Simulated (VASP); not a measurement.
Input of a VASP 6.6.1 run:

File INCAR:

```
PREC = Accurate
ENCUT = 520
EDIFF = 1E-6
ISMEAR = 0
SIGMA = 0.15
LREAL = F
LASPH = T
NELM = 80
ALGO = Fast
ISIF = 2
LWAVE = F
LCHARG = F
GGA = PS
NBANDS = 18
```

The input KPOINTS:

```
regular mesh
0
Gamma
  16 16 16
```

Contents of POSCAR:

```
ZnAg
1.0
    3.2613781462      0.6170174871      0.6170174871
    0.6170174871      3.2613781462      0.6170174871
    0.6170174871      0.6170174871      3.2613781462
Zn Ag
1 1
Direct
    0.5000000000      0.5000000000      0.5000000000
    0.0000000000      0.0000000000      0.0000000000
```

Potentials or basis: VASP PAW PBE potentials, release 64 (Zn, Ag).

Command:

```bash
$ cat potpaw_PBE.64/Zn/POTCAR potpaw_PBE.64/Ag/POTCAR > POTCAR
$ mpirun -np 1 vasp_std > vasp.out
```

Q: What does it give for the pressure?

A: 10.3 GPa.

Stress tensor (GPa, compression positive):
```
10.31 -2.47 -2.47
-2.47 10.31 -2.47
-2.47 -2.47 10.31
```

Caveat: the PAW data sets were made with another functional, which shifts forces and pressure a little.
